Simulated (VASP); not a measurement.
Wanted: the native input for a VASP 6.6.1 run.

```yaml
Task: single point
Functional: PBE
Potentials_or_basis: VASP PAW PBE potentials, release 64 (Al, Cu)
Cutoff: 520 eV
k_mesh: 6 × 6 × 2
Occupations: gaussian, width 0.1 eV
Spin: no spin polarisation
Dipole_correction: no
Further_INCAR_settings: ALGO = Normal; EDIFF = 1e-06; NBANDS = 26
```

The structure of Al2Cu lies in POSCAR:

```
Al2Cu
1.0
    2.8652368261     -0.0000000030      0.0000000000
   -1.4326184105      2.4813678808      0.0000000000
    0.0000000000      0.0000000000     12.4998911572
Al Cu
4 2
Direct
    0.3333333333      0.6666666667      0.5000000000
    0.6666666667      0.3333333333      0.0000000000
    0.6666666667      0.3333333333      0.3185233608
    0.6666666667      0.3333333333      0.6814766392
    0.3333333333      0.6666666667      0.8421033043
    0.3333333333      0.6666666667      0.1578966957
```

One way to write it, as run:

INCAR

```
SYSTEM = Al2Cu
PREC = Accurate
ENCUT = 520
EDIFF = 1E-6
ISMEAR = 0
SIGMA = 0.1
LREAL = .False.
LASPH = .True.
NELM = 80
ALGO = Normal
ISIF = 2
LWAVE = .False.
LCHARG = .False.
GGA = PE
NBANDS = 26
```

KPOINTS

```
Automatic mesh
0
Gamma
  6 6 2
  0 0 0
```

Potentials or basis: VASP PAW PBE potentials, release 64 (Al, Cu).

Command:

```console
$ cat potpaw_PBE.64/Al/POTCAR potpaw_PBE.64/Cu/POTCAR > POTCAR
$ mpirun -np 1 vasp_std > vasp.out
```

It gave:

| Quantity | Value |
| --- | --- |
| Pressure | 0.8 GPa |
| Largest force | 0.037 eV/Å |
| Band gap on the k mesh | zero (band 17 reaches 10.33 eV, above the bottom of band 18 at 7.14 eV) |

Caveat: the k points lie up to 0.42 Å⁻¹ apart.

Run time: 17 s on 1 thread of Intel(R) Xeon(R) 6975P-C (Granite Rapids), with other jobs on the host, peak memory 0.22 GiB.
